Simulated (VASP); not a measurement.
A run of VASP 6.6.1 is set up as follows.

The input INCAR:

```
  PREC = Accurate
  ENCUT = 520
  EDIFF = 1E-7
  ISMEAR = 0
  SIGMA = 0.15
  LREAL = F
  LASPH = T
  NELM = 60
  ALGO = Normal
  ISIF = 2
  LWAVE = F
  LCHARG = F
  GGA = PS
  NBANDS = 36
```

File KPOINTS:

```
regular mesh
0
Gamma
  12 12 8
```

Contents of POSCAR:

```
Ge
1.0
    3.9489349877      0.0000000000      0.0000000000
   -1.9744674938      3.4198780172      0.0000000000
    0.0000000000      0.0000000000      6.7492899341
Ge
4
Direct
    0.0000000000      0.0000000000      0.0711500000
    0.0000000000      0.0000000000      0.5711500000
    0.3333333333      0.6666666667      0.8211500000
    0.6666666667      0.3333333333      0.3211500000
```

Potentials or basis: VASP PAW PBE potentials, release 64 (Ge_d).

The run is started by

```console
$ cat potpaw_PBE.64/Ge_d/POTCAR > POTCAR
$ mpirun -np 1 vasp_std > vasp.out
```

Problem. Estimate the pressure.

Solution. -8.3 GPa.

Problem. Predict the band gap on the k mesh.

Solution. Zero (bands 28 and 29 overlap by 3.96 eV).

Stress tensor (GPa, compression positive):
```
-7.46  0.00  0.00
 0.00 -7.46  0.00
 0.00  0.00 -9.96
```

Caveat: the cell differs from its parent crystal (strain +0.040 along x and y, +0.080 along z); the cell stands under tension; the PAW data sets were made with another functional, which shifts forces and pressure a little.
